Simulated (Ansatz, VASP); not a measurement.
## Two plane-wave programs on SiO2

File INCAR:

```
SYSTEM = SiO2
PREC = Accurate
ENCUT = 600
EDIFF = 1E-6
ISMEAR = -1
SIGMA = 0.05
LREAL = .False.
LASPH = .True.
NELM = 60
ALGO = Normal
ISIF = 3
LWAVE = .False.
LCHARG = .False.
GGA = PE
IBRION = 2
NSW = 100
EDIFFG = -0.005
```

File KPOINTS:

```
Automatic mesh
0
Gamma
  12 12 12
  0 0 0
```

The input POSCAR:

```
SiO2
1.0
    0.0000000000      2.5553258337      2.5553258337
    2.5553258337      0.0000000000      2.5553258337
    2.5553258337      2.5553258337      0.0000000000
Si O
1 2
Direct
    0.0000000000      0.0000000000      0.0000000000
    0.2500000000      0.2500000000      0.2500000000
    0.7500000000      0.7500000000      0.7500000000
```

Input for Ansatz:

```yaml
crystal:
  lattice:
    - [0.0, 2.5553258337, 2.5553258337]
    - [2.5553258337, 0.0, 2.5553258337]
    - [2.5553258337, 2.5553258337, 0.0]
  atoms:
    - { symbol: Si, position: [0.0, 0.0, 0.0] }
    - { symbol: O, position: [0.25, 0.25, 0.25] }
    - { symbol: O, position: [0.75, 0.75, 0.75] }
kpoints:
  mp_grid: { grid: [12, 12, 12] }
scf:
  occupations: { method: fermi_dirac, width: 0.05 }
hamiltonian:
  xc: pbe
  pseudopotentials: { kind: paw }
output:
  forces: true
  stress: true
relax:
  f_tol: 0.005
  max_steps: 80
  cell: {}
```

Alike in both runs: task relaxation of cell and atoms; functional PBE; k mesh 12 × 12 × 12; occupations fermi-dirac, width 0.05 eV; no spin polarisation.

|  | VASP | Ansatz |
| --- | --- | --- |
| version | VASP 6.6.1 | Ansatz 0.2.0 |
| potentials or method | VASP PAW PBE potentials, release 64 (Si, O) | PAW with Ansatz's default frozen-core files, scalar-relativistic |
| plane-wave cutoff (eV) | 600 | 420 |
| valence electrons in the cell | 16 | 16 |

|  | VASP | Ansatz | Ansatz less VASP |
| --- | --- | --- | --- |
| relaxed volume (Å³/atom) | 8.01 | 8.01 | -0.004 |
| relaxed cell length with the largest relative difference (Å) | 3.240 | 3.239 | -0.0005 |

Noted on VASP's run: the volume moved by over 15 % at a fixed basis, so the end points are rough.
